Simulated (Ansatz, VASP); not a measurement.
InP in VASP and in Ansatz

```
In P
1.0
     0.00000    2.96906    2.96906
     2.96906    0.00000    2.96906
     2.96906    2.96906    0.00000
In P
1 1
Direct
  0.00000 0.00000 0.00000
  0.75000 0.75000 0.75000
```

Alike in both runs: task single point; functional RPBE; dispersion D4; k mesh 8 × 8 × 8; occupations fermi-dirac, width 0.05 eV; no spin polarisation.

```csv
,VASP,Ansatz
version,VASP 6.6.1,Ansatz 0.2.0
potentials or method,"VASP PAW PBE potentials, release 64 (In_d, P)",Ansatz PAW
plane-wave cutoff (eV),520,420
valence electrons in the cell,18,18
```

```csv
,VASP,Ansatz,Ansatz less VASP
gap on the k mesh at the Fermi level (eV),0.63,0.64,+0.007
least direct gap on the mesh (eV),0.63,0.64,+0.007
pressure (GPa),-1.6,-1.6,+0.05
```

VASP's potentials were made for PBE, not for RPBE.
